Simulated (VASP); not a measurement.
# GaAs3N4 (P-43m) in VASP: single point with r2SCAN+rVV10

Aim: the single point of GaAs3N4 with r2SCAN+rVV10.

Program: VASP 6.6.1. These are calculated values, not measurements. Logs are shortened: lines on timing, memory, paths and dates and some standing lists are left out, and cuts for length are marked.

## (1) The cell of the first run

It takes space group P-43m (No. 215, cubic). The conventional cell has a = 5.320 Å, b = 5.320 Å, c = 5.320 Å, α = 90.00°, β = 90.00°, γ = 90.00°. Within 2.6 Å of Ga (site symmetry -43m) lie 4 N at 1.93 Å. Within 2.9 Å of As (site symmetry -42m) lie 4 N at 2.21 Å and 2 Ga at 2.66 Å. Within 2.6 Å of N (site symmetry 3m) lie 1 Ga at 1.93 Å and 3 As at 2.21 Å.

## (2) Single point, r2SCAN+rVV10

File POSCAR:

```
GaAs3N4
1.0
    5.3198031522      0.0000000000      0.0000000000
    0.0000000000      5.3198031522      0.0000000000
    0.0000000000      0.0000000000      5.3198031522
Ga As N
1 3 4
Direct
    0.0000000000      0.0000000000      0.0000000000
    0.0000000000      0.5000000000      0.0000000000
    0.0000000000      0.0000000000      0.5000000000
    0.5000000000      0.0000000000      0.0000000000
    0.7903113053      0.2096886947      0.7903113053
    0.2096886947      0.7903113053      0.7903113053
    0.7903113053      0.7903113053      0.2096886947
    0.2096886947      0.2096886947      0.2096886947
```

File INCAR.step1:

```
SYSTEM = GaAs3N4
PREC = Accurate
ENCUT = 520
ISMEAR = -1
SIGMA = 0.03
LREAL = .False.
LASPH = .True.
NELM = 80
NBANDS = 34
GGA = PE
ALGO = Normal
EDIFF = 1E-4
LWAVE = .True.
LCHARG = .False.
```

File INCAR.step2:

```
SYSTEM = GaAs3N4
PREC = Accurate
ENCUT = 520
EDIFF = 1E-7
ISMEAR = -1
SIGMA = 0.03
LREAL = .False.
LASPH = .True.
NELM = 80
ALGO = Normal
ISIF = 2
LWAVE = .False.
LCHARG = .True.
METAGGA = R2SCAN
LMIXTAU = .True.
LUSE_VDW = .True.
IVDW_NL = 2
BPARAM = 11.95
CPARAM = 0.0093
LELF = .True.
LVHAR = .True.
NBANDS = 34
ISTART = 1
```

File KPOINTS:

```
regular mesh
0
Gamma
  4 4 4
  0 0 0
```

Potentials or basis: VASP PAW PBE potentials, release 64 (Ga_d, As, N).

Started as:

```bash
> cat potpaw_PBE.64/Ga_d/POTCAR potpaw_PBE.64/As/POTCAR potpaw_PBE.64/N/POTCAR > POTCAR
> cp INCAR.step1 INCAR
> mpirun -np 1 vasp_std > vasp.out
> cp INCAR.step2 INCAR
> mpirun -np 1 vasp_std > vasp.out
```

OUTCAR:

```text
SYSTEM = GaAs3N4
   PREC = Accurate
   ENCUT = 520
   EDIFF = 1E-7
   ISMEAR = -1
   LREAL = .False.
   LASPH = .True.
   NELM = 80
   ISIF = 2
   METAGGA = R2SCAN
   IVDW_NL = 2
   BPARAM = 11.95
   ISTART = 1

 ion  position               nearest neighbor table
   1  0.000  0.000  0.000-   5 1.93   6 1.93   7 1.93   8 1.93   3 2.66   4 2.66   2 2.66   3 2.66
                             2 2.66   4 2.66
   2  0.000  0.500  0.000-   5 2.21   6 2.21   7 2.21   8 2.21   1 2.66   1 2.66
   3  0.000  0.000  0.500-   5 2.21   6 2.21   7 2.21   8 2.21   1 2.66   1 2.66
   4  0.500  0.000  0.000-   5 2.21   6 2.21   7 2.21   8 2.21   1 2.66   1 2.66
   5  0.790  0.210  0.790-   1 1.93   2 2.21   3 2.21   4 2.21
   6  0.210  0.790  0.790-   1 1.93   2 2.21   3 2.21   4 2.21
   7  0.790  0.790  0.210-   1 1.93   2 2.21   3 2.21   4 2.21
   8  0.210  0.210  0.210-   1 1.93   2 2.21   3 2.21   4 2.21

  LATTYP: Found a simple cubic cell.
 ALAT       =     5.3198031522

  Lattice vectors:

 A1 = (   5.3198031522,   0.0000000000,   0.0000000000)
 A2 = (   0.0000000000,   5.3198031522,   0.0000000000)
 A3 = (   0.0000000000,   0.0000000000,   5.3198031522)

Analysis of symmetry for initial positions (statically):
=====================================================================
 Subroutine PRICEL returns:
 Original cell was already a primitive cell.

 Routine SETGRP: Setting up the symmetry group for a
 simple cubic supercell.

 Subroutine GETGRP returns: Found 24 space group operations
 (whereof 24 operations were pure point group operations)
 out of a pool of 48 trial point group operations.

The static configuration has the point symmetry T_d .

Analysis of symmetry for dynamics (positions and initial velocities):
=====================================================================
 Subroutine PRICEL returns:
 Original cell was already a primitive cell.

 Routine SETGRP: Setting up the symmetry group for a
 simple cubic supercell.

 Subroutine GETGRP returns: Found 24 space group operations
 (whereof 24 operations were pure point group operations)
 out of a pool of 48 trial point group operations.

The dynamic configuration has the point symmetry T_d .

 Subroutine INISYM returns: Found 24 space group operations
 (whereof 24 operations are pure point group operations),
 and found     1 'primitive' translations

----------------------------------------------------------------------------------------

                                     Primitive cell

  volume of cell :     150.5521

  direct lattice vectors                    reciprocal lattice vectors
     5.319803152  0.000000000  0.000000000     0.187976880  0.000000000  0.000000000
     0.000000000  5.319803152  0.000000000     0.000000000  0.187976880  0.000000000
     0.000000000  0.000000000  5.319803152     0.000000000  0.000000000  0.187976880

  length of vectors
     5.319803152  5.319803152  5.319803152     0.187976880  0.187976880  0.187976880

  position of ions in fractional coordinates (direct lattice)
     0.000000000  0.000000000  0.000000000
     0.000000000  0.500000000  0.000000000
     0.000000000  0.000000000  0.500000000
     0.500000000  0.000000000  0.000000000
     0.790311305  0.209688695  0.790311305
     0.209688695  0.790311305  0.790311305
     0.790311305  0.790311305  0.209688695
     0.209688695  0.209688695  0.209688695

  ion indices of the primitive-cell ions
   primitive index   ion index
                 1           1
                 2           2
                 3           3
                 4           4
                 5           5
                 6           6
                 7           7
                 8           8

----------------------------------------------------------------------------------------

 KPOINTS: regular mesh

Automatic generation of k-mesh.
 Grid dimensions read from file:
 generate k-points for:    4    4    4

 Generating k-lattice:

  Cartesian coordinates                     Fractional coordinates (reciprocal lattice)
     0.046994220  0.000000000  0.000000000     0.250000000  0.000000000  0.000000000
     0.000000000  0.046994220  0.000000000     0.000000000  0.250000000  0.000000000
     0.000000000  0.000000000  0.046994220     0.000000000  0.000000000  0.250000000

  Length of vectors
     0.046994220  0.046994220  0.046994220

  Shift w.r.t. Gamma in fractional coordinates (k-lattice)
     0.000000000  0.000000000  0.000000000

 Subroutine IBZKPT returns following result:
 ===========================================

 Found     10 irreducible k-points:

 Following reciprocal coordinates:
            Coordinates               Weight
  0.000000  0.000000  0.000000      1.000000
  0.250000  0.000000  0.000000      6.000000
  0.500000  0.000000  0.000000      3.000000
  0.250000  0.250000  0.000000     12.000000
  0.500000  0.250000  0.000000     12.000000
  0.500000  0.500000  0.000000      3.000000
  0.250000  0.250000  0.250000      8.000000
  0.500000  0.250000  0.250000     12.000000
  0.500000  0.500000  0.250000      6.000000
  0.500000  0.500000  0.500000      1.000000
   k-points           NKPTS =     10   k-points in BZ     NKDIM =     10   number of bands    NBANDS=     34
   number of dos      NEDOS =    301   number of ions     NIONS =      8
   total plane-waves  NPLWV =  64000
   dimension x,y,z NGX =    40 NGY =   40 NGZ =   40
   dimension x,y,z NGXF=    80 NGYF=   80 NGZF=   80
   ions per type =               1   3   4
   NGX,Y,Z   is equivalent  to a cutoff of  12.50, 12.50, 12.50 a.u.
   NGXF,Y,Z  is equivalent  to a cutoff of  25.00, 25.00, 25.00 a.u.
 SYSTEM =  GaAs3N4
   PREC   = accura    normal or accurate (medium, high low for compatibility)
   ISTART =      1    job   : 0-new  1-cont  2-samecut
   ICHARG =      0    charge: 1-file 2-atom 10-const
   ISPIN  =      1    spin polarized calculation?
   LNONCOLLINEAR =      F non collinear calculations
   LSORBIT =      F    spin-orbit coupling
   LASPH  =      T    aspherical Exc in radial PAW
   ENCUT  =  520.0 eV  38.22 Ry    6.18 a.u.   9.89  9.89  9.89*2*pi/ulx,y,z
   NELM   =     80;   NELMIN=  2; NELMDL=  0     # of ELM steps
   EDIFF  = 0.1E-06   stopping-criterion for ELM
   LREAL  =      F    real-space projection
   EDIFFG = 0.1E-05   stopping-criterion for IOM
   NSW    =      0    number of steps for IOM
   IBRION =     -1    ionic relax: 0-MD 1-quasi-New 2-CG
   NFREE  =      0    steps in history (QN), initial steepest desc. (CG)
   ISIF   =      2    stress and relaxation
   ISYM   =      2    0-nonsym 1-usesym 2-fastsym
   POTIM  = 0.5000    time-step for ionic-motion
   TEBEG  =    0.0;   TEEND  =   0.0 temperature during run
   PSTRESS=    0.0 pullay stress
   NELECT =      48.0000    total number of electrons
   NUPDOWN=      -1.0000    fix difference up-down
   EMIN   =  10.00;   EMAX   =-10.00  energy-range for DOS
   EFERMI =   0.00;   METHOD = LEGACY
   ISMEAR =    -1;   SIGMA  =   0.03  broadening in eV -4-tet -1-fermi 0-gaus
   EFERMI_NEDOS =   21; number of points for ismear=-14 and -15
   IALGO  =     38    algorithm
   IMIX   =      4    mixing-type and parameters
     AMIX     =   0.40;   BMIX     =  1.00
     AMIX_MAG =   1.60;   BMIX_MAG =  1.00
  volume/ion in A,a.u.               =      18.82       127.00
  Fermi-wavevector in a.u.,A,eV,Ry     =   1.118389  2.113449 17.018095  1.250795
  Thomas-Fermi vector in A             =   2.255020
   LORBIT       =      0    0 simple, 1 ext, 2 COOP (PROOUT), +10 PAW based schemes
   METAGGA = R2SCAN    functional components
   LHFCALC =     F    Hartree Fock is set to
   AEXX    =    0.0000 exact exchange contribution
   IVDW_NL    =     2    kernel type
   BPARAM     =11.9500
   IVDW    =     0    specifies the selected vdW correction
   LEPSILON=     F    determine dielectric tensor
   LRPA    =     F    only Hartree local field effects (RPA)
 non-spin polarized calculation
  energy-cutoff  :      520.00
  volume of cell :      150.55
 maximum number of plane-waves:      4076
 NGX is ok and might be reduce to    40
   NGX = 19   NGY = 19   NGZ = 19

 number of electron      47.9999994 magnetization

 Free energy of the ion-electron system (eV)
  ---------------------------------------------------
  ext. energy  EPLUGINS =         0.00000000
  ---------------------------------------------------
  free energy    TOTEN  =       -80.55816157 eV

  energy without entropy =      -80.54347073  energy(sigma->0) =      -80.55081615

 E-fermi :   2.7060     XC(G=0):  -9.3529

 val. band max:        2.6829388526   @ k =   0.5000   0.0000   0.0000
 cond. band min:       2.7229656560   @ k =   0.2500   0.2500   0.0000
 fundamental gap:      0.0400268034
 Fermi energy:         2.7059595773

 k-point     1 :       0.0000    0.0000    0.0000
  band No.  band energies     occupation
      1     -15.6830      2.00000
      2     -13.9202      2.00000
      3     -13.9202      2.00000
      4     -13.9202      2.00000
      5     -12.8932      2.00000
      6     -12.8932      2.00000
[... 26 lines left out ...]
     33       7.3432      0.00000
     34       7.3432      0.00000

 k-point     2 :       0.2500    0.0000    0.0000
  band No.  band energies     occupation
      1     -15.5358      2.00000
      2     -14.0980      2.00000
      3     -13.9234      2.00000
      4     -13.9234      2.00000
      5     -12.8926      2.00000
      6     -12.8513      2.00000
[... 26 lines left out ...]
     33       7.3130      0.00000
     34       7.5416      0.00000

 k-point     3 :       0.5000    0.0000    0.0000
  band No.  band energies     occupation
      1     -15.3317      2.00000
      2     -14.3412      2.00000
      3     -13.9266      2.00000
      4     -13.9266      2.00000
      5     -12.8919      2.00000
      6     -12.7930      2.00000
[... 26 lines left out ...]
     33       7.3120      0.00000
     34       8.7267      0.00000

 k-point     4 :       0.2500    0.2500    0.0000
  band No.  band energies     occupation
      1     -15.3850      2.00000
      2     -14.1293      2.00000
      3     -14.0493      2.00000
      4     -13.9289      2.00000
      5     -12.8684      2.00000
      6     -12.8373      2.00000
[... 26 lines left out ...]
     33       7.3845      0.00000
     34       7.9977      0.00000

 k-point     5 :       0.5000    0.2500    0.0000
  band No.  band energies     occupation
      1     -15.1702      2.00000
      2     -14.3321      2.00000
      3     -14.0762      2.00000
      4     -13.9346      2.00000
      5     -12.8605      2.00000
      6     -12.7901      2.00000
[... 26 lines left out ...]
     33       7.3576      0.00000
     34       8.7314      0.00000

 k-point     6 :       0.5000    0.5000    0.0000
  band No.  band energies     occupation
      1     -14.9191      2.00000
      2     -14.3228      2.00000
      3     -14.3228      2.00000
      4     -13.9428      2.00000
      5     -12.8227      2.00000
      6     -12.7759      2.00000
[... 26 lines left out ...]
     33       7.1659      0.00000
     34       8.7310      0.00000

 k-point     7 :       0.2500    0.2500    0.2500
  band No.  band energies     occupation
      1     -15.2327      2.00000
      2     -14.1283      2.00000
      3     -14.1283      2.00000
      4     -13.9865      2.00000
      5     -12.8370      2.00000
      6     -12.8370      2.00000
[... 26 lines left out ...]
     33       7.2325      0.00000
     34       8.1515      0.00000

 k-point     8 :       0.5000    0.2500    0.2500
  band No.  band energies     occupation
      1     -15.0093      2.00000
      2     -14.3253      2.00000
      3     -14.1273      2.00000
      4     -14.0042      2.00000
      5     -12.8368      2.00000
      6     -12.7883      2.00000
[... 26 lines left out ...]
     33       7.2757      0.00000
     34       8.3572      0.00000

 k-point     9 :       0.5000    0.5000    0.2500
  band No.  band energies     occupation
      1     -14.7496      2.00000
      2     -14.3185      2.00000
      3     -14.3185      2.00000
      4     -14.0370      2.00000
      5     -12.8065      2.00000
      6     -12.7758      2.00000
[... 26 lines left out ...]
     33       7.1964      0.00000
     34       8.0787      0.00000

 k-point    10 :       0.5000    0.5000    0.5000
  band No.  band energies     occupation
      1     -14.3943      2.00000
      2     -14.3142      2.00000
      3     -14.3142      2.00000
      4     -14.3142      2.00000
      5     -12.7757      2.00000
      6     -12.7757      2.00000
[... 26 lines left out ...]
     33       7.2126      0.00000
     34       7.5228      0.00000

------------------------ aborting loop because EDIFF is reached ----------------------------------------

  FORCE on cell =-STRESS in cart. coord.  units (eV):
  Direction    XX          YY          ZZ          XY          YZ          ZX
  --------------------------------------------------------------------------------------
  -------------------------------------------------------------------------------------
  Total        0.2307026      0.2307026      0.2307026      0.0000000     -0.0000000      0.0000000
  in kB        2.4551403      2.4551403      2.4551403      0.0000000     -0.0000000      0.0000000
  external PRESSURE =       2.4551403 kB  Pullay stress =       0.0000000 kB

 VOLUME and BASIS-vectors are now :
 -----------------------------------------------------------------------------
  energy-cutoff  :      520.00
  volume of cell :      150.55
      direct lattice vectors                 reciprocal lattice vectors
     5.319803152  0.000000000  0.000000000     0.187976880  0.000000000  0.000000000
     0.000000000  5.319803152  0.000000000     0.000000000  0.187976880  0.000000000
     0.000000000  0.000000000  5.319803152     0.000000000  0.000000000  0.187976880

 POSITION                                       TOTAL-FORCE (eV/Angst)
 -----------------------------------------------------------------------------------
      0.00000      0.00000      0.00000         0.000000     -0.000000      0.000000
      0.00000      2.65990      0.00000        -0.000000     -0.000000      0.000000
      0.00000      0.00000      2.65990        -0.000000     -0.000000      0.000000
      2.65990      0.00000      0.00000         0.000000     -0.000000      0.000000
      4.20430      1.11550      4.20430        -0.039292      0.039292     -0.039292
      1.11550      4.20430      4.20430         0.039292     -0.039292     -0.039292
      4.20430      4.20430      1.11550        -0.039292     -0.039292      0.039292
      1.11550      1.11550      1.11550         0.039292      0.039292      0.039292
 -----------------------------------------------------------------------------------
    total drift:                                0.000000      0.000000      0.000000

  FREE ENERGIE OF THE ION-ELECTRON SYSTEM (eV)
  ---------------------------------------------------
  free  energy   TOTEN  =       -80.5581615740 eV

  energy  without entropy=      -80.5434707270  energy(sigma->0) =      -80.55081615
```

Run time: 2.7 min. Hardware: 1 thread of Intel Xeon 6975P-C (Granite Rapids), shared host; peak memory 0.51 GiB.

What came out:

```yaml
Free_energy: -80.5582 eV
Pressure: 0.2 GPa
Largest_force: 0.068 eV/Å
Band_gap_on_the_k_mesh: zero (band 24 reaches 2.77 eV, above the bottom of band 25 at 2.23 eV)
```

Forces on the atoms (eV/Å):
```
Ga   0.000  0.000  0.000
As   0.000  0.000  0.000
As   0.000  0.000  0.000
As   0.000  0.000  0.000
N   -0.039  0.039 -0.039
N    0.039 -0.039 -0.039
N   -0.039 -0.039  0.039
N    0.039  0.039  0.039
```

Levels at points of the mesh, in eV from the Fermi level:
| k point | band 22 | band 23 | band 24 | band 25 | band 26 | band 27 |
| --- | --- | --- | --- | --- | --- | --- |
| (0.00, 0.00, 0.00) | -2.30 | -0.48 | -0.48 | -0.48 | 0.49 | 0.49 |
| (0.50, 0.00, 0.00) | -2.25 | -0.80 | -0.02 | 0.88 | 1.22 | 1.22 |
| (0.50, 0.50, 0.00) | -1.45 | -1.45 | -1.09 | 0.71 | 1.88 | 1.88 |
| (0.50, 0.50, 0.50) | -2.01 | -2.01 | -2.01 | 1.97 | 1.97 | 1.97 |

Caveat: the PAW data sets were made with another functional, which shifts forces and pressure a little.
